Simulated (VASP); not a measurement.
Crystal: Re.

```
Re
1.0
     2.76639    0.00000    0.00000
    -1.38319    2.39576    0.00000
     0.00000    0.00000    8.93885
Re
4
Direct
  0.66667 0.33333 0.75000
  0.00000 0.00000 0.50000
  0.33333 0.66667 0.25000
  0.00000 0.00000 0.00000
```

| Item | Value |
| --- | --- |
| Program | VASP 6.6.1 |
| Task | relaxation of cell and atoms |
| Functional | BLYP |
| Potentials or basis | VASP PAW PBE potentials, release 64 (Re) |
| Cutoff | 600 eV |
| k mesh | 8 × 8 × 3 |
| Occupations | fermi-dirac, width 0.05 eV |
| Spin | no spin polarisation |

At the start: pressure 19.7 GPa; volume 14.81 Å³/atom.

Question: How do energy, volume and symmetry change on relaxing?

Answer: Over 9 steps the energy falls by 47.2 meV/atom and the volume is 15.62 Å³/atom (+5.4 %); space group P6_3/mmc (No. 194, to 0.1 Å) before and after.

Step by step:
```csv
step,energy change (eV),largest force (eV/Å),pressure (GPa),volume (Å³)
1,0.0000,0.0000,19.72,59.24
2,1.9378,0.0000,-40.58,76.28
3,-0.1870,0.0000,-1.61,62.79
4,-0.1886,0.0000,-0.23,62.51
5,-0.1886,0.0000,0.12,62.44
6,-0.1888,0.0000,0.23,62.43
7,-0.1889,0.0000,0.20,62.43
8,-0.1887,0.0000,-0.48,62.57
9,-0.1889,0.0000,0.01,62.47
```

Final structure:
```yaml
crystal:
  lattice:
    - [2.82007, 0.00000, 0.00000]
    - [-1.41003, 2.44225, 0.00000]
    - [0.00000, 0.00000, 9.06971]
  atoms:
    - { symbol: Re, position: [0.66667, 0.33333, 0.75000] }
    - { symbol: Re, position: [0.00000, 0.00000, 0.50000] }
    - { symbol: Re, position: [0.33333, 0.66667, 0.25000] }
    - { symbol: Re, position: [0.00000, 0.00000, 0.00000] }
```

Caveat: the PAW data sets were made with another functional, which shifts forces and pressure a little.
